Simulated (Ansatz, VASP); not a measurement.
One calculation of NaTeAs, two programs

```
CELL_PARAMETERS angstrom
0.00000 4.14748 0.00000
4.14748 0.00000 0.00000
2.07374 2.07374 -8.62691
ATOMIC_POSITIONS crystal
As 0.50000 0.00000 0.00000
As 0.00000 0.50000 0.00000
Te 0.31450 0.31450 0.37100
Te 0.68550 0.68550 0.62900
Na 0.11950 0.11950 0.76100
Na 0.88050 0.88050 0.23900
```

Alike in both runs: task single point; functional r2SCAN; k mesh 5 × 5 × 5; no spin polarisation.

```csv
,VASP,Ansatz
version,VASP 6.6.1,Ansatz 0.2.0
potentials or method,"VASP PAW PBE potentials, release 64 (As, Te, Na_pv), cutoff 520 eV",PAW plane waves
occupations,"fermi-dirac, width 0.1 eV",fermi-dirac
valence electrons in the cell,36,80
```

|  | VASP | Ansatz | Ansatz less VASP |
| --- | --- | --- | --- |
| gap on the k mesh at the Fermi level (eV) | none | none | - |
| pressure (GPa) | -0.7 | -0.6 | +0.13 |
| traceless stress, the component that is largest in VASP (GPa) | 1.02 | 1.01 | -0.009 |
| rms of the force components (eV/Å) | 0.218 | 0.219 | +0.0006 |

VASP's potentials were made for PBE, not for r2SCAN. Atom by atom the forces differ by 0.002 eV/Å (rms over components). A gap of «none» marks a metal or a gap that the smearing closes. VASP's potentials hold 36 valence electrons a cell and Ansatz's 80, so a difference there can come from the potentials and not from the codes.

Spin-orbit coupling is off throughout.
